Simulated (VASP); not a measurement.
# SrVO3: single point with r2SCAN

The system is SrVO3.

```xyz
5
Lattice="3.8414 0.0000 0.0000 0.0000 3.8414 0.0000 0.0000 0.0000 3.8414" Properties=species:S:1:pos:R:3 pbc="T T T"
V     0.0000    0.0000    0.0000
O     1.9207    0.0000    0.0000
O     0.0000    1.9207    0.0000
O     0.0000    0.0000    1.9207
Sr    1.9207    1.9207    1.9207
```

```
Program             : VASP 6.6.1
Task                : single point
Functional          : r2SCAN
Potentials or basis : VASP PAW PBE potentials, release 64 (V_sv, O, Sr_sv)
Cutoff              : 520 eV
k mesh              : 6 × 6 × 6
Occupations         : fermi-dirac, width 0.1 eV
Spin                : no spin polarisation
```

| Property | Result |
| --- | --- |
| Pressure | -1.0 GPa |
| Band gap on the k mesh | zero (an odd number of electrons rules out a gap without spin polarisation) |

Levels at points of the mesh, in eV from the Fermi level:
```csv
k point,band 17,band 18,band 19,band 20,band 21,band 22,band 23,band 24
"(0.00, 0.00, 0.00)",-3.50,-2.64,-2.64,-2.64,-0.87,-0.87,-0.87,1.37
"(0.50, 0.00, 0.00)",-4.79,-4.34,-3.09,-3.09,-0.75,1.03,1.03,1.39
"(0.50, 0.50, 0.00)",-4.37,-3.87,-3.87,-2.33,1.01,1.01,1.40,2.45
"(0.50, 0.50, 0.50)",-6.19,-2.23,-2.23,-2.23,1.62,1.62,1.62,5.72
```

It took 90 s on 1 thread of Oxide Virtual Turin-like Processor, on a shared host, peak memory 0.16 GiB.

Caveat: the PAW data sets were made with another functional, which shifts forces and pressure a little; an odd number of electrons without spin polarisation forces a metal; a magnetic or distorted state may lie lower; the run has no spin polarisation, though such a crystal can be magnetic; semilocal functionals often make such compounds metallic where correlation or magnetic order opens a gap, which also shifts bond lengths. With open d or f shells a metallic result of r2SCAN can be an artefact of self-interaction; +U or a hybrid may open a gap.
